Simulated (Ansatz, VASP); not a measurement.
CdF2: VASP beside Ansatz

```
Cd F
1.0
     0.00000    2.69400    2.69400
     2.69400    0.00000    2.69400
     2.69400    2.69400    0.00000
Cd F
1 2
Direct
  0.01624 0.98376 0.01624
  0.25000 0.25000 0.25000
  0.75000 0.75000 0.75000
```

Change from the starting cell: all Cd atoms moved +0.087 Å, as atom 1 along Cartesian [0 1 0].

Alike in both runs: task single point; functional PBE; k mesh 8 × 8 × 8; occupations gaussian, width 0.05 eV; no spin polarisation.

|  | VASP | Ansatz |
| --- | --- | --- |
| version | VASP 6.6.1 | Ansatz 0.2.0 |
| potentials or method | VASP PAW PBE potentials, release 64 (Cd, F), cutoff 520 eV | scalar-relativistic, plane waves, PAW |
| valence electrons in the cell | 26 | 34 |

```tsv
	VASP	Ansatz	Ansatz less VASP
gap on the k mesh at the Fermi level (eV)	3.06	3.10	+0.034
least direct gap on the mesh (eV)	3.57	3.60	+0.031
pressure (GPa)	6.7	5.9	-0.78
traceless stress, the component that is largest in VASP (GPa)	-0.25	-0.22	+0.030
rms of the force components (eV/Å)	0.211	0.190	-0.0202
```

Atom by atom the forces differ by 0.020 eV/Å (rms over components). VASP's potentials hold 26 valence electrons a cell and Ansatz's 34, so a difference there can come from the potentials and not from the codes.
